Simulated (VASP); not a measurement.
Set up this calculation in VASP 6.6.1, as the native input.

- Task: single point
- Functional: PBEsol
- Potentials or basis: VASP PAW PBE potentials, release 64 (Rb_sv, Br)
- Cutoff: 520 eV
- k mesh: 6 × 6 × 6
- Occupations: gaussian, width 0.05 eV
- Spin: no spin polarisation
- Dipole correction: no
- Further INCAR settings: ALGO = Normal; EDIFF = 1e-07; NBANDS = 15

The structure of RbBr lies in POSCAR:

```
RbBr
1.0
    0.0000000000      2.9941970429      4.4912955643
    2.9941970429      0.0000000000      4.4912955643
    2.9941970429      2.9941970429      0.0000000000
Rb Br
1 1
Direct
    0.0000000000      0.0000000000      0.0000000000
    0.5000000000      0.5000000000      0.5000000000
```

This cell differs from its parent crystal: ratio of the length along z to the lengths across it x 1.5, volume and fractional coordinates fixed.

The input as run:

INCAR

```
  ALGO = Normal
  EDIFF = 1E-7
  ENCUT = 520
  GGA = PS
  ISIF = 2
  ISMEAR = 0
  LASPH = T
  LCHARG = F
  LREAL = F
  LWAVE = F
  NBANDS = 15
  NELM = 80
  PREC = Accurate
  SIGMA = 0.05
```

KPOINTS

```
k-points
0
Gamma
  6 6 6
```

Potentials or basis: VASP PAW PBE potentials, release 64 (Rb_sv, Br).

The run is started by

```bash
$ cat potpaw_PBE.64/Rb_sv/POTCAR potpaw_PBE.64/Br/POTCAR > POTCAR
$ mpirun -np 1 vasp_std > vasp.out
```

Results of the run:

The pressure is 6.1 GPa and the band gap on the k mesh is 3.77 eV.

Caveat: the cell stands under pressure; the PAW data sets were made with another functional, which shifts forces and pressure a little.

Run time: 66 s on 1 thread of Intel Xeon 8259CL, with other jobs on the host, peak memory 0.23 GiB.
